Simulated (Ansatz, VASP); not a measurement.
# O in VASP and in Ansatz

The input INCAR:

```
SYSTEM = O
ALGO = Normal
EDIFF = 1E-6
ENCUT = 520
GGA = PE
ISIF = 2
ISMEAR = -1
LASPH = .True.
LCHARG = .False.
LREAL = .False.
LWAVE = .False.
NBANDS = 13
NELM = 100
PREC = Accurate
SIGMA = 0.01
```

Contents of KPOINTS:

```
k-points
0
Gamma
  12 12 12
  0 0 0
```

The input POSCAR:

```
O
1.0
    0.0000000000      2.1075500000      3.3448500000
    1.4783500000      0.0000000000      3.3448500000
    1.4783500000      2.1075500000      0.0000000000
O
2
Direct
    0.0871000000      0.0871000000      0.9129000000
    0.9129000000      0.9129000000      0.0871000000
```

Input for Ansatz:

```yaml
crystal:
  lattice:
    - [0.0, 2.10755, 3.34485]
    - [1.47835, 0.0, 3.34485]
    - [1.47835, 2.10755, 0.0]
  atoms:
    - { symbol: O, position: [0.0871, 0.0871, 0.9129] }
    - { symbol: O, position: [0.9129, 0.9129, 0.0871] }
kpoints:
  mp_grid: { grid: [12, 12, 12] }
  band_path:
    path:
      - [0.0, 0.0, 0.0]
      - [0.5, 0.0, 0.5]
      - [1.0, 0.5, 0.5]
      - [0.5, 0.5, 0.0]
      - [0.0, 0.0, 0.0]
      - [0.0, 0.4218456627, 0.4218456627]
      - [1.0, 0.5781543373, 0.5781543373]
      - [1.0, 0.5, 0.5]
      - [0.5, 0.0, 0.5]
    npoints: 5
scf:
  occupations: { method: fermi_dirac, width: 0.01 }
hamiltonian:
  xc: pbe
  pseudopotentials:
    kind: all_electron
    lapw: { basis_error: 0.00025 }
    relativity: none
output:
  forces: true
  stress: true
  eigenvalues: true
```

Alike in both runs: task single point; functional PBE; k mesh 12 × 12 × 12; occupations fermi-dirac, width 0.01 eV; no spin polarisation.

```csv
,VASP,Ansatz
version,VASP 6.6.1,Ansatz 0.2.0
potentials or method,"VASP PAW PBE potentials, release 64 (O), cutoff 520 eV","all-electron LAPW, non-relativistic"
```

Ansatz gave:

| Property | Result |
| --- | --- |
| pressure (GPa) | 13.0 |
| traceless stress, the component that is largest in VASP (GPa) | 32.49 |
| rms of the force components (eV/Å) | 2.214 |

Task: What did VASP give for the same quantities?

Result: Pressure (GPa): 18.2; traceless stress, the component that is largest in VASP (GPa): 43.72; rms of the force components (eV/Å): 3.317.

Atom by atom the forces differ by 1.103 eV/Å (rms over components). Ansatz ran all-electron here, and VASP with PAW potentials.

Noted on VASP's run: the standard files for N, O and F lose accuracy on very short bonds; spin is off for a triplet molecule.
